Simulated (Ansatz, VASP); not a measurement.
# One calculation of Sr3Zn, two programs

Contents of INCAR:

```
PREC = Accurate
ENCUT = 500
EDIFF = 1E-6
ISMEAR = -1
SIGMA = 0.1
LREAL = False
LASPH = True
NELM = 120
ALGO = Normal
ISIF = 2
LWAVE = False
LCHARG = False
GGA = PS
NBANDS = 29
GGA_COMPAT = False
```

Contents of KPOINTS:

```
regular mesh
0
Gamma
  4 4 4
```

The input POSCAR:

```
Sr3Zn
1.0
    5.4058796508      0.0000000000      0.0000000000
    0.0000000000      5.4058796508      0.0000000000
    0.0000000000      0.0000000000      5.4058796508
Sr Zn
3 1
Direct
    0.5000000000      0.0000000000      0.5000000000
    0.5000000000      0.5000000000      0.0000000000
    0.0000000000      0.5000000000      0.5000000000
    0.0000000000      0.0000000000      0.0000000000
```

Input for Ansatz:

```yaml
crystal:
  lattice:
    - [5.405879650812266, 0.0, 0.0]
    - [0.0, 5.405879650812266, 0.0]
    - [0.0, 0.0, 5.405879650812266]
  atoms:
    - { symbol: Sr, position: [0.5, 0.0, 0.5] }
    - { symbol: Sr, position: [0.5, 0.5, 0.0] }
    - { symbol: Sr, position: [0.0, 0.5, 0.5] }
    - { symbol: Zn, position: [0.0, 0.0, 0.0] }
basis:
  ecutwfc: 421.77648681281397
kpoints:
  mp_grid:
    grid: [4, 4, 4]
hamiltonian:
  xc: pbesol
scf:
  max_iter: 100
  occupations:
    method: fermi_dirac
output:
  stress: true
```

Alike in both runs: task single point; functional PBEsol; k mesh 4 × 4 × 4; no spin polarisation.

|  | VASP | Ansatz |
| --- | --- | --- |
| version | VASP 6.6.1 | Ansatz 0.2.0 |
| potentials or method | VASP PAW PBE potentials, release 64 (Sr_sv, Zn), cutoff 500 eV | plane waves, PAW |
| occupations | fermi-dirac, width 0.1 eV | fermi-dirac |
| valence electrons in the cell | 42 | 42 |

```tsv
	VASP	Ansatz	Ansatz less VASP
pressure (GPa)	-0.4	-0.5	-0.03
```

VASP's potentials were made for PBE, not for PBEsol.
